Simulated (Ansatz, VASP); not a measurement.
**HgTe: VASP beside Ansatz**

```
CELL_PARAMETERS angstrom
2.99955 -3.00014 0.00000
2.99955 3.00014 0.00000
0.00000 0.00000 6.00867
ATOMIC_POSITIONS crystal
Hg 0.21649 0.78351 0.75000
Hg 0.78351 0.21649 0.25000
Te 0.72519 0.27481 0.75000
Te 0.27481 0.72519 0.25000
```

Change from the starting cell: mode 4 (27.1 1/cm) frozen in, largest displacement +0.200 Å.

Alike in both runs: task single point; functional PBEsol; k mesh 12 × 12 × 8; occupations gaussian, width 0.15 eV; no spin polarisation.

|  | VASP | Ansatz |
| --- | --- | --- |
| version | VASP 6.6.1 | Ansatz 0.2.0 |
| potentials or method | VASP PAW PBE potentials, release 64 (Hg, Te), cutoff 520 eV | scalar-relativistic, plane waves, PAW |
| valence electrons in the cell | 36 | 72 |

Ansatz gave:

* gap on the k mesh at the Fermi level (eV): none
* pressure (GPa): 0.0
* traceless stress, the component that is largest in VASP (GPa): 0.34
* rms of the force components (eV/Å): 0.052

Problem. What did VASP give for the same quantities?

Solution. gap on the k mesh at the Fermi level (eV): none; pressure (GPa): 0.2; traceless stress, the component that is largest in VASP (GPa): 0.36; rms of the force components (eV/Å): 0.051.

VASP's potentials were made for PBE, not for PBEsol. Atom by atom the forces differ by 0.003 eV/Å (rms over components). A gap of «none» marks a metal or a gap that the smearing closes. VASP's potentials hold 36 valence electrons a cell and Ansatz's 72, so a difference there can come from the potentials and not from the codes.

Neither program's run includes spin-orbit coupling.
